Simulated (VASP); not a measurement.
Set up this calculation in VASP 6.6.1, as the native input.

```yaml
Task: single point
Functional: PBE
Potentials_or_basis: VASP PAW PBE potentials, release 64 (Ca_sv)
Cutoff: 520 eV
k_mesh: 6 × 6 × 6
Occupations: fermi-dirac, width 0.15 eV
Spin: no spin polarisation
Dipole_correction: no
Further_INCAR_settings: ALGO = Normal; EDIFF = 1e-06; NBANDS = 11
```

The structure of Ca lies in POSCAR:

```
Ca
1.0
    0.0284100000      2.8415900000      2.6659100000
    2.7988400000     -0.0620000000      2.7563100000
    2.6904300000      2.8235800000      0.0464100000
Ca
1
Direct
    0.0000000000      0.0000000000      0.0000000000
```

One way to write it, as run:

INCAR

```
PREC = Accurate
ENCUT = 520
EDIFF = 1E-6
ISMEAR = -1
SIGMA = 0.15
LREAL = False
LASPH = True
NELM = 100
ALGO = Normal
ISIF = 2
LWAVE = False
LCHARG = False
GGA = PE
NBANDS = 11
```

KPOINTS

```
Automatic mesh
0
Gamma
  6 6 6
```

Potentials or basis: VASP PAW PBE potentials, release 64 (Ca_sv).

Run with:

```bash
$ cat potpaw_PBE.64/Ca_sv/POTCAR > POTCAR
$ mpirun -np 1 vasp_std > vasp.out
```

Results of the run:

The pressure is 0.2 GPa and the band gap on the k mesh is zero (band 5 reaches 2.05 eV, above the bottom of band 6 at 1.64 eV).

Wall time 35 s on 1 thread of AMD EPYC 7R13 Processor (Zen 3), with other jobs on the host, peak memory 0.17 GiB.
